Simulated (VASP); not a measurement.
Here is a VASP 6.6.1 calculation.

The input INCAR:

```
SYSTEM = Li2Pt
ALGO     = Normal         ! electronic algorithm
EDIFF    = 1E-8           ! SCF threshold, eV
ENCUT    = 520            ! plane-wave cutoff, eV
GGA      = CA             ! functional
ISIF     = 2              ! what is computed and relaxed
ISMEAR   = -1             ! smearing method
LASPH    = .True.         ! aspherical terms in the spheres
LCHARG   = .False.        ! write CHGCAR
LEFG     = .True.       
LREAL    = .False.        ! projectors in reciprocal space
LWAVE    = .False.        ! write WAVECAR
NBANDS   = 15             ! bands
NELM     = 60             ! most SCF steps
PREC     = Accurate       ! precision mode
SIGMA    = 0.03           ! smearing width, eV
```

KPOINTS

```
k-points
0
Gamma
  9 9 12
  0 0 0
```

Contents of POSCAR:

```
Li2Pt
1.0
    4.1719988854      0.0000000000      0.0000000000
   -2.0859994427      3.6130570194      0.0000000000
    0.0000000000      0.0000000000      2.6521002680
Li Pt
2 1
Direct
    0.3333333333      0.6666666667      0.5000000000
    0.6666666667      0.3333333333      0.5000000000
    0.0000000000      0.0000000000      0.0000000000
```

Potentials or basis: VASP PAW LDA potentials, release 64 (Li_sv, Pt).

Run with:

```console
$ cat potpaw_LDA.64/Li_sv/POTCAR potpaw_LDA.64/Pt/POTCAR > POTCAR
$ mpirun -np 1 vasp_std > vasp.out
```

**Question.** Estimate the band gap on the k mesh.

**Answer.** Zero (band 8 reaches 6.31 eV, above the bottom of band 9 at 4.47 eV).

Electric field gradients, principal values (V/Å²):
```tsv
atom	least	middle	greatest (by size)
1 Li	-0.130	-0.135	0.265
2 Li	-0.130	-0.135	0.265
3 Pt	159.052	159.054	-318.106
```

Caveat: without QUAD_EFG the Cq values of the log hold for a quadrupole moment of 1 mb, not for the nuclei; spin-orbit coupling is left out, which moves the levels of the heavy elements.
